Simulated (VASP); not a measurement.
Ti3N3O: single point with PBE

The system is Ti3N3O, a slab with vacuum.

```xyz
7
Lattice="3.0029 0.0000 0.0000 -1.5014 2.6005 0.0000 0.0000 0.0000 23.0541" Properties=species:S:1:pos:R:3 pbc="T T T"
N     0.0000    1.7337    4.0000
N     0.0000    0.0000    6.4518
N     1.5014    0.8668    8.9392
Ti    1.5014    0.8668    5.2259
Ti    0.0000    1.7337    7.7058
Ti    0.0000    0.0000   10.0541
O     0.5005    0.0000   12.4641
```

| Item | Value |
| --- | --- |
| Program | VASP 6.6.1 |
| Task | single point |
| Functional | PBE |
| Potentials or basis | VASP PAW PBE potentials, release 64 (N, Ti_sv, O) |
| Cutoff | 520 eV |
| k mesh | 9 × 9 × 1 |
| Occupations | gaussian, width 0.1 eV |
| Spin | collinear spin, ferromagnetic start |
| Starting moments | [0.0, 0.0, 0.0, 0.0, 0.0, 0.0, 2.0] μB |

| Quantity | Value |
| --- | --- |
| Largest force | 5.461 eV/Å |
| Net moment | 1.20 μB per cell |
| Site moments | N +0.01, -0.00, +0.00; Ti -0.00, +0.06, -0.14; O +1.12 μB |
| Valence electrons inside the program's atomic spheres | N 3.51, 3.74, 3.75; Ti 10.30, 10.38 (each value once); O 4.61 |

Forces on the atoms (eV/Å):
```
N    0.006 -0.002  4.218
N    0.012  0.000  1.278
N   -0.062  0.029  0.089
Ti  -0.005  0.003 -5.461
Ti  -0.040 -0.006 -0.158
Ti   0.274 -0.024  3.148
O   -0.185  0.001 -3.114
```

Levels at points of the mesh, in eV from the Fermi level:
Spin up:
| k point | band 26 | band 27 | band 28 | band 29 | band 30 | band 31 | band 32 | band 33 |
| --- | --- | --- | --- | --- | --- | --- | --- | --- |
| (0.00, 0.00, 0.00) | -1.16 | -0.32 | -0.32 | 0.25 | 0.26 | 0.42 | 1.40 | 1.43 |
Spin down:
```tsv
k point	band 24	band 25	band 26	band 27	band 28	band 29	band 30	band 31	band 32	band 33
(0.00, 0.00, 0.00)	-1.15	-0.32	-0.31	0.22	0.23	0.38	1.03	1.09	1.34	1.42
```

It took 20 min on 1 thread of Intel(R) Xeon(R) 6975P-C (Granite Rapids), with other jobs on the host, peak memory 0.67 GiB.
